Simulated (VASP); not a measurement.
# HfSeS4 (F-43m) in VASP: a series of runs

Runs on HfSeS4. Level: PBE. Tasks: single point.

Program: VASP 6.6.1. These are calculated values, not measurements. Logs are shortened: lines on timing, memory, paths and dates and some standing lists are left out, and cuts for length are marked.

### Step 1. The cell of the first run

Symmetry: F-43m, No. 216, cubic system. Conventional cell: a = 7.432 Å, b = 7.432 Å, c = 7.432 Å, α = 90.00°, β = 90.00°, γ = 90.00°. Within 4.1 Å of Hf (site symmetry -43m) lie 12 S at 3.08 Å and 4 Se at 3.22 Å. Within 4.1 Å of Se (site symmetry -43m) lie 12 S at 3.09 Å and 4 Hf at 3.22 Å. Within 3.4 Å of S (site symmetry 3m) lie 6 S at 2.59 to 2.67 Å and 3 Hf at 3.08 Å and 3 Se at 3.09 Å.

### Step 2. Single point, PBE

INCAR reads:

```
SYSTEM = HfSeS4
PREC = Accurate ; ENCUT = 520
EDIFF = 1E-6 ; ISMEAR = 0
SIGMA = 0.1 ; LREAL = .False.
LASPH = .True. ; NELM = 80
ALGO = Normal ; ISIF = 2
LWAVE = .False. ; LCHARG = .True.
GGA = PE ; LELF = .True.
LVHAR = .True. ; NBANDS = 29
```

KPOINTS reads:

```
regular mesh
0
Gamma
  4 4 4
  0 0 0
```

POSCAR reads:

```
HfSeS4
1.0
    0.0000000000      3.7161946020      3.7161946020
    3.7161946020      0.0000000000      3.7161946020
    3.7161946020      3.7161946020      0.0000000000
Hf Se S
1 1 4
Direct
    0.7500000000      0.7500000000      0.7500000000
    0.0000000000      0.0000000000      0.0000000000
    0.8696439539      0.3767853487      0.3767853487
    0.3767853487      0.3767853487      0.3767853487
    0.3767853487      0.8696439539      0.3767853487
    0.3767853487      0.3767853487      0.8696439539
```

Potentials or basis: VASP PAW PBE potentials, release 64 (Hf_pv, Se, S).

Command:

```bash
cat potpaw_PBE.64/Hf_pv/POTCAR potpaw_PBE.64/Se/POTCAR potpaw_PBE.64/S/POTCAR > POTCAR
mpirun -np 1 vasp_std > vasp.out
```

OUTCAR:

```text
SYSTEM = HfSeS4
   PREC = Accurate
   ENCUT = 520
   EDIFF = 1E-6
   ISMEAR = 0
   LREAL = .False.
   LASPH = .True.
   NELM = 80
   ISIF = 2
   GGA = PE

 ion  position               nearest neighbor table
   1  0.750  0.750  0.750-   5 3.08   6 3.08   3 3.08   6 3.08   3 3.08   5 3.08   4 3.08   4 3.08
                             4 3.08   3 3.08   5 3.08   6 3.08   2 3.22   2 3.22   2 3.22   2 3.22
   2  0.000  0.000  0.000-   1 3.22   1 3.22   1 3.22   1 3.22
   3  0.870  0.377  0.377-   4 2.59   5 2.59   6 2.59   4 2.67   6 2.67   5 2.67   1 3.08   1 3.08
                             1 3.08
   4  0.377  0.377  0.377-   3 2.59   5 2.59   6 2.59   6 2.67   5 2.67   3 2.67   1 3.08   1 3.08
                             1 3.08
   5  0.377  0.870  0.377-   3 2.59   4 2.59   6 2.59   6 2.67   4 2.67   3 2.67   1 3.08   1 3.08
                             1 3.08
   6  0.377  0.377  0.870-   3 2.59   4 2.59   5 2.59   4 2.67   5 2.67   3 2.67   1 3.08   1 3.08
                             1 3.08

  LATTYP: Found a face centered cubic cell.
 ALAT       =     7.4323892040

  Lattice vectors:

 A1 = (   0.0000000000,   3.7161946020,   3.7161946020)
 A2 = (   3.7161946020,   0.0000000000,   3.7161946020)
 A3 = (   3.7161946020,   3.7161946020,   0.0000000000)

Analysis of symmetry for initial positions (statically):
=====================================================================
 Subroutine PRICEL returns:
 Original cell was already a primitive cell.

 Routine SETGRP: Setting up the symmetry group for a
 face centered cubic supercell.

 Subroutine GETGRP returns: Found 24 space group operations
 (whereof 24 operations were pure point group operations)
 out of a pool of 48 trial point group operations.

The static configuration has the point symmetry T_d .

Analysis of symmetry for dynamics (positions and initial velocities):
=====================================================================
 Subroutine PRICEL returns:
 Original cell was already a primitive cell.

 Routine SETGRP: Setting up the symmetry group for a
 face centered cubic supercell.

 Subroutine GETGRP returns: Found 24 space group operations
 (whereof 24 operations were pure point group operations)
 out of a pool of 48 trial point group operations.

The dynamic configuration has the point symmetry T_d .

 Subroutine INISYM returns: Found 24 space group operations
 (whereof 24 operations are pure point group operations),
 and found     1 'primitive' translations

[... 89 lines left out ...]
   IBRION =     -1    ionic relax: 0-MD 1-quasi-New 2-CG
   NFREE  =      0    steps in history (QN), initial steepest desc. (CG)
   ISIF   =      2    stress and relaxation
   ISYM   =      2    0-nonsym 1-usesym 2-fastsym
   POTIM  = 0.5000    time-step for ionic-motion
   TEBEG  =    0.0;   TEEND  =   0.0 temperature during run
   PSTRESS=    0.0 pullay stress
   NELECT =      40.0000    total number of electrons
   NUPDOWN=      -1.0000    fix difference up-down
   EMIN   =  10.00;   EMAX   =-10.00  energy-range for DOS
   EFERMI =   0.00;   METHOD = LEGACY
   ISMEAR =     0;   SIGMA  =   0.10  broadening in eV -4-tet -1-fermi 0-gaus
   EFERMI_NEDOS =   21; number of points for ismear=-14 and -15
   IALGO  =     38    algorithm
   IMIX   =      4    mixing-type and parameters
     AMIX     =   0.40;   BMIX     =  1.00
     AMIX_MAG =   1.60;   BMIX_MAG =  1.00
  volume/ion in A,a.u.               =      17.11       115.44
  Fermi-wavevector in a.u.,A,eV,Ry     =   1.195785  2.259706 19.454990  1.429901
  Thomas-Fermi vector in A             =   2.331742
   LORBIT       =      0    0 simple, 1 ext, 2 COOP (PROOUT), +10 PAW based schemes
   GGA     = PE    functional components
   LHFCALC =     F    Hartree Fock is set to
   AEXX    =    0.0000 exact exchange contribution
   IVDW    =     0    specifies the selected vdW correction
   LEPSILON=     F    determine dielectric tensor
   LRPA    =     F    only Hartree local field effects (RPA)
 non-spin polarized calculation
 Gauss-broadening in eV      SIGMA  =   0.10
  energy-cutoff  :      520.00
  volume of cell :      102.64
 maximum number of plane-waves:      2788
   NGX = 19   NGY = 19   NGZ = 19

 number of electron      39.9999996 magnetization

 Free energy of the ion-electron system (eV)
  ---------------------------------------------------
  ext. energy  EPLUGINS =         0.00000000
  ---------------------------------------------------
  free energy    TOTEN  =       -26.78131399 eV

  energy without entropy =      -26.76286585  energy(sigma->0) =      -26.77208992

 E-fermi :   7.2827     XC(G=0): -11.1958

 val. band max:        7.2209353609   @ k =   0.5000   0.0000   0.0000
 cond. band min:       7.3068372596   @ k =  -0.2500   0.5000   0.2500
 fundamental gap:      0.0859018987
 Fermi energy:         7.2826972838

 k-point     1 :       0.0000    0.0000    0.0000
  band No.  band energies     occupation
      1     -25.0839      2.00000
      2     -25.0839      2.00000
      3     -25.0839      2.00000
      4      -9.5722      2.00000
      5      -4.5868      2.00000
      6      -4.5860      2.00000
[... 245 lines left out ...]
     28      10.2575      0.00000
     29      10.7024      0.00000

------------------------ aborting loop because EDIFF is reached ----------------------------------------

  FORCE on cell =-STRESS in cart. coord.  units (eV):
  Direction    XX          YY          ZZ          XY          YZ          ZX
  --------------------------------------------------------------------------------------
  -------------------------------------------------------------------------------------
  Total       -0.1741137     -0.1741137     -0.1741137      0.0000000     -0.0000000     -0.0000000
  in kB       -2.7178039     -2.7178039     -2.7178039      0.0000000     -0.0000000     -0.0000000
  external PRESSURE =      -2.7178039 kB  Pullay stress =       0.0000000 kB

 VOLUME and BASIS-vectors are now :
 -----------------------------------------------------------------------------
  energy-cutoff  :      520.00
  volume of cell :      102.64
      direct lattice vectors                 reciprocal lattice vectors
     0.000000000  3.716194602  3.716194602    -0.134546237  0.134546237  0.134546237
     3.716194602  0.000000000  3.716194602     0.134546237 -0.134546237  0.134546237
     3.716194602  3.716194602  0.000000000     0.134546237  0.134546237 -0.134546237

 POSITION                                       TOTAL-FORCE (eV/Angst)
 -----------------------------------------------------------------------------------
      5.57429      5.57429      5.57429         0.000000      0.000000      0.000000
      0.00000      0.00000      0.00000         0.000000      0.000000      0.000000
      2.80042      4.63197      4.63197         0.011661     -0.011661     -0.011661
      2.80042      2.80042      2.80042         0.011661      0.011661      0.011661
      4.63197      2.80042      4.63197        -0.011661      0.011661     -0.011661
      4.63197      4.63197      2.80042        -0.011661     -0.011661      0.011661
 -----------------------------------------------------------------------------------
    total drift:                               -0.000000     -0.000000     -0.000000

  FREE ENERGIE OF THE ION-ELECTRON SYSTEM (eV)
  ---------------------------------------------------
  free  energy   TOTEN  =       -26.7813139916 eV

  energy  without entropy=      -26.7628658510  energy(sigma->0) =      -26.77208992
```

OSZICAR:

```text
N       E                     dE             d eps       ncg     rms          rms(c)
DAV:   1     0.184656848351E+03    0.18466E+03   -0.19178E+04   464   0.125E+03
DAV:   2    -0.156557294840E+02   -0.20031E+03   -0.19364E+03   591   0.255E+02
DAV:   3    -0.289275610041E+02   -0.13272E+02   -0.12928E+02   648   0.544E+01
DAV:   4    -0.291488966987E+02   -0.22134E+00   -0.22011E+00   577   0.764E+00
DAV:   5    -0.291528441027E+02   -0.39474E-02   -0.39466E-02   578   0.990E-01    0.284E+01
DAV:   6    -0.268656633978E+02    0.22872E+01   -0.36101E+00   534   0.811E+00    0.216E+01
DAV:   7    -0.267955246142E+02    0.70139E-01   -0.36864E-01   559   0.297E+00    0.116E+01
DAV:   8    -0.267859067140E+02    0.96179E-02   -0.12746E-01   531   0.161E+00    0.715E-01
DAV:   9    -0.267817075065E+02    0.41992E-02   -0.16188E-02   484   0.566E-01    0.430E-01
DAV:  10    -0.267813981239E+02    0.30938E-03   -0.30204E-03   567   0.237E-01    0.964E-02
DAV:  11    -0.267813597468E+02    0.38377E-04   -0.87305E-04   521   0.118E-01    0.542E-02
DAV:  12    -0.267813153780E+02    0.44369E-04   -0.89176E-05   500   0.393E-02    0.182E-02
DAV:  13    -0.267813139943E+02    0.13837E-05   -0.26145E-05   521   0.202E-02    0.130E-02
DAV:  14    -0.267813139916E+02    0.27358E-08   -0.43084E-06   404   0.791E-03
   1 F= -.26781314E+02 E0= -.26772090E+02  d E =-.184481E-01
```

It took 21 s on 1 thread of AMD EPYC 9R45 (Zen 5), shared host; peak memory 0.21 GiB.

What came out:

| Property | Result |
| --- | --- |
| Free energy | -26.7813 eV |
| Pressure | -0.3 GPa |
| Largest force | 0.020 eV/Å |
| Band gap on the k mesh | zero (band 20 reaches 8.52 eV, above the bottom of band 21 at 6.49 eV) |

Forces on the atoms (eV/Å):
```
Hf   0.000  0.000  0.000
Se   0.000  0.000  0.000
S    0.012 -0.012 -0.012
S    0.012  0.012  0.012
S   -0.012  0.012 -0.012
S   -0.012 -0.012  0.012
```

Levels at points of the mesh, in eV from the Fermi level:
```csv
k point,band 15,band 16,band 17,band 18,band 19,band 20,band 21,band 22,band 23,band 24
"(0.00, 0.00, 0.00)",-1.99,-1.99,-1.99,0.67,1.24,1.24,1.24,2.24,2.24,2.24
"(0.50, 0.00, 0.00)",-2.93,-2.76,-2.76,-1.01,-0.06,-0.06,1.12,1.32,1.48,1.48
"(0.50, 0.50, 0.00)",-3.04,-3.04,-2.62,-2.58,-1.00,-0.79,-0.79,1.90,1.90,1.93
```

Caveat: the k points lie up to 0.37 Å⁻¹ apart; spin-orbit coupling is left out, which moves the levels of the heavy elements.

(Part 1 of 2 ends here.)
